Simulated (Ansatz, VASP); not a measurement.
One calculation of WS2, two programs

```
CELL_PARAMETERS angstrom
3.18352 0.00000 0.00000
-1.59176 2.75701 0.00000
0.00000 0.00000 16.95058
ATOMIC_POSITIONS crystal
W 0.35034 0.65156 0.99981
S 0.66577 0.31155 0.90766
S 0.68921 0.33260 0.09070
```

Alike in both runs: task single point; functional LDA; k mesh 6 × 6 × 1; no spin polarisation.

|  | VASP | Ansatz |
| --- | --- | --- |
| version | VASP 6.6.1 | Ansatz 0.2.0 |
| potentials or method | VASP PAW LDA potentials, release 64 (W_sv, S), cutoff 500 eV | plane waves, PAW |
| occupations | methfessel-paxton of order 1, width 0.1 eV | cold, width 0.1 eV |
| valence electrons in the cell | 26 | 26 |

|  | VASP | Ansatz | Ansatz less VASP |
| --- | --- | --- | --- |
| rms of the force components (eV/Å) | 0.323 | 0.328 | +0.0040 |

LDA's correlation is that of Perdew and Zunger in VASP and of Perdew and Wang (1992) in Ansatz. Atom by atom the forces differ by 0.018 eV/Å (rms over components).

Spin-orbit coupling is off throughout.
